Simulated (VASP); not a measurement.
# Ge in VASP: notebook, part 2 of 2

VASP 6.6.1. Earlier steps stand in the parts before.

## 4. Single point, PBE (atoms moved at random)

File INCAR:

```
SYSTEM = Ge
PREC     = Accurate       ! precision mode
ENCUT    = 520            ! plane-wave cutoff, eV
EDIFF    = 1E-7           ! SCF threshold, eV
ISMEAR   = -1             ! smearing method
SIGMA    = 0.05           ! smearing width, eV
LREAL    = .False.        ! projectors in reciprocal space
LASPH    = .True.         ! aspherical terms in the spheres
NELM     = 60             ! most SCF steps
ALGO     = Normal         ! electronic algorithm
ISIF     = 2              ! what is computed and relaxed
LWAVE    = .False.        ! write WAVECAR
LCHARG   = .False.        ! write CHGCAR
GGA      = PE             ! functional
NBANDS   = 21             ! bands
```

File KPOINTS:

```
regular mesh
0
Gamma
  8 8 8
  0 0 0
```

File POSCAR:

```
Ge
1.0
    0.0000000000      2.8289100000      2.8289100000
    2.8289100000      0.0000000000      2.8289100000
    2.8289100000      2.8289100000      0.0000000000
Ge
2
Direct
    0.7609660000      0.7332560000      0.7533390000
    0.4934450000      0.4893950000      0.5101500000
```

Potentials or basis: VASP PAW PBE potentials, release 64 (Ge_d).

Run with:

```bash
$ cat potpaw_PBE.64/Ge_d/POTCAR > POTCAR
$ mpirun -np 1 vasp_std > vasp.out
```

OUTCAR:

```text
SYSTEM = Ge
   PREC = Accurate
   ENCUT = 520
   EDIFF = 1E-7
   ISMEAR = -1
   LREAL = .False.
   LASPH = .True.
   NELM = 60
   ISIF = 2
   GGA = PE

 ion  position               nearest neighbor table
   1  0.761  0.733  0.753-   2 2.39   2 2.47   2 2.47   2 2.47
   2  0.493  0.489  0.510-   1 2.39   1 2.47   1 2.47   1 2.47

  LATTYP: Found a face centered cubic cell.
 ALAT       =     5.6578200000

  Lattice vectors:

[... 764 lines left out ...]

------------------------ aborting loop because EDIFF is reached ----------------------------------------

  FORCE on cell =-STRESS in cart. coord.  units (eV):
  Direction    XX          YY          ZZ          XY          YZ          ZX
  --------------------------------------------------------------------------------------
  -------------------------------------------------------------------------------------
  Total        1.0501773      1.0553113      1.0541622     -0.3209215      0.3606985     -0.3042459
  in kB       37.1608648     37.3425350     37.3018736    -11.3559101     12.7634328    -10.7658392
  external PRESSURE =      37.2684245 kB  Pullay stress =       0.0000000 kB

 VOLUME and BASIS-vectors are now :
 -----------------------------------------------------------------------------
  energy-cutoff  :      520.00
  volume of cell :       45.28
      direct lattice vectors                 reciprocal lattice vectors
     0.000000000  2.828910000  2.828910000    -0.176746521  0.176746521  0.176746521
     2.828910000  0.000000000  2.828910000     0.176746521 -0.176746521  0.176746521
     2.828910000  2.828910000  0.000000000     0.176746521  0.176746521 -0.176746521

 POSITION                                       TOTAL-FORCE (eV/Angst)
 -----------------------------------------------------------------------------------
      4.20544      4.28383      4.22702         0.444673     -0.380376     -0.398781
      2.82762      2.83908      2.78037        -0.444673      0.380376      0.398781
 -----------------------------------------------------------------------------------
    total drift:                                0.000068     -0.000087     -0.000099

  FREE ENERGIE OF THE ION-ELECTRON SYSTEM (eV)
  ---------------------------------------------------
  free  energy   TOTEN  =        -8.9795002724 eV

  energy  without entropy=       -8.9786473971  energy(sigma->0) =       -8.97907383
```

OSZICAR:

```text
N       E                     dE             d eps       ncg     rms          rms(c)
DAV:   1     0.193485886382E+03    0.19349E+03   -0.14642E+04 12266   0.364E+03
DAV:   2     0.192213769341E+02   -0.17426E+03   -0.16862E+03 10970   0.625E+02
DAV:   3    -0.813322826422E+01   -0.27355E+02   -0.27163E+02 12525   0.144E+02
DAV:   4    -0.905282635248E+01   -0.91960E+00   -0.91909E+00 12335   0.311E+01
DAV:   5    -0.906782932603E+01   -0.15003E-01   -0.15003E-01 12413   0.439E+00    0.321E+00
DAV:   6    -0.900852230282E+01    0.59307E-01   -0.22126E-02 12584   0.147E+00    0.190E+00
DAV:   7    -0.897758106213E+01    0.30941E-01   -0.48581E-02 12061   0.200E+00    0.147E-01
DAV:   8    -0.897928369079E+01   -0.17026E-02   -0.59065E-03 12440   0.933E-01    0.435E-02
DAV:   9    -0.897948350214E+01   -0.19981E-03   -0.24276E-04 12310   0.171E-01    0.144E-02
DAV:  10    -0.897949822542E+01   -0.14723E-04   -0.31497E-05 12428   0.668E-02    0.618E-03
DAV:  11    -0.897950015830E+01   -0.19329E-05   -0.54188E-06 12092   0.318E-02    0.195E-03
DAV:  12    -0.897950028413E+01   -0.12584E-06   -0.23673E-07 10485   0.557E-03    0.537E-04
DAV:  13    -0.897950027242E+01    0.11713E-07   -0.17516E-08  7515   0.208E-03
   1 F= -.89795003E+01 E0= -.89790738E+01  d E =-.852875E-03
```

Run time: 3.2 min. Hardware: 1 thread of Intel Xeon Platinum 8259CL at 2.50GHz (Skylake/Cascade Lake), shared host; peak memory 0.31 GiB.

Results:

- Free energy: -8.9795 eV
- Pressure: 3.7 GPa
- Largest force: 0.708 eV/Å
- Band gap on the k mesh: zero (band 14 reaches 5.13 eV, above the bottom of band 15 at 5.12 eV)

Forces in eV/Å, atoms in the order of the input:
```
Ge   0.445 -0.380 -0.399
Ge  -0.445  0.380  0.399
```

Caveat: the cell differs from its parent crystal (atoms moved at random).

## 5. Single point, LDA

File INCAR:

```
ALGO = Normal
EDIFF = 1E-6
ENCUT = 520
GGA = CA
ISIF = 2
ISMEAR = -1
LASPH = T
LCHARG = F
LREAL = F
LWAVE = F
NBANDS = 21
NELM = 80
PREC = Accurate
SIGMA = 0.05
```

File KPOINTS:

```
k-points
0
Gamma
  10 10 10
```

File POSCAR:

```
Ge
1.0
    0.0000000000      2.8289100000      2.8289100000
    2.8289100000      0.0000000000      2.8289100000
    2.8289100000      2.8289100000      0.0000000000
Ge
2
Direct
    0.7500000000      0.7500000000      0.7500000000
    0.5000000000      0.5000000000      0.5000000000
```

Potentials or basis: VASP PAW LDA potentials, release 64 (Ge_d).

Run with:

```bash
$ cat potpaw_LDA.64/Ge_d/POTCAR > POTCAR
$ mpirun -np 1 vasp_std > vasp.out
```

Run time: 56 s. Hardware: 1 thread of Intel Xeon 8259CL, shared host; peak memory 0.16 GiB.

Results (log left out):

* Free energy: -10.3862 eV
* Pressure: -1.1 GPa
* Band gap on the k mesh: zero (filled and empty bands touch)

Levels at points of the mesh, in eV from the Fermi level:
```tsv
k point	band 10	band 11	band 12	band 13	band 14	band 15	band 16	band 17	band 18	band 19
(0.00, 0.00, 0.00)	-24.67	-12.79	-0.13	0.01	0.01	0.01	2.54	2.54	2.54	6.22
(0.50, 0.00, 0.00)	-24.64	-10.71	-7.62	-1.39	-1.39	0.08	3.73	3.73	6.98	10.40
(0.50, 0.50, 0.00)	-24.63	-8.91	-8.91	-3.06	-3.06	0.68	0.68	9.42	9.42	11.45
```

## 6. Overview

```csv
task,level,potentials or basis,cell,k mesh,cutoff (eV),gap on the mesh (eV),pressure (GPa),relaxed volume (Å³/atom)
relaxation of cell and atoms,PBE+D3(BJ),"VASP PAW PBE potentials, release 64 (Ge_d)",relaxed,8 × 8 × 8,600,none,0.0,23.15
relaxation of cell and atoms,BLYP,"VASP PAW PBE potentials, release 64 (Ge_d)",relaxed,8 × 8 × 8,600,none,0.0,25.46
single point,PBE,"VASP PAW PBE potentials, release 64 (Ge_d)",as given,8 × 8 × 8,520,none,3.7,-
single point,LDA,"VASP PAW LDA potentials, release 64 (Ge_d)",as given,10 × 10 × 10,520,none,-1.1,-
```

Some of these runs hold the atoms at other places in the same cell, which the table doesn't show; runs alike in all that it shows share one row.

Alike in all rows: no spin polarisation; smearing fermi-dirac 0.05 eV.

Caveats: pairwise dispersion overbinds metals, which lowers pressure and volume (some runs); the PAW data sets were made with another functional, which shifts forces and pressure a little (some runs); the volume moved by +12 % from the deposited cell, more than functionals usually miss (some runs).

Absolute energies hang on the potentials; compare differences alone.

## 7. Comparison with measurements

Step 2. The cell as given is a measured one (22.64 Å³/atom); PBE+D3(BJ) puts the equilibrium volume +2.2 % from it, thermal expansion not counted.

Step 3. The cell as given is a measured one (22.64 Å³/atom); BLYP puts the equilibrium volume +12.4 % from it, thermal expansion not counted.

Step 5. Measured gap of Ge: 0.666 eV (indirect; 293 K; “Electronic and optical properties of SixGe1-x-ySny alloys lattice-matched to Ge”, 2021, arxiv:2109.02782). This calculation gives 0.00 eV (-0.67 eV). 3 values of this kind are on record (0.666 to 0.807 eV); this one was drawn at random among those near their median. Spin-orbit coupling on Ge is left out. The value is that of LDA on a finite k mesh, which can miss the band edges, without temperature or zero-point motion. Semilocal functionals fall short of measured gaps as a rule.
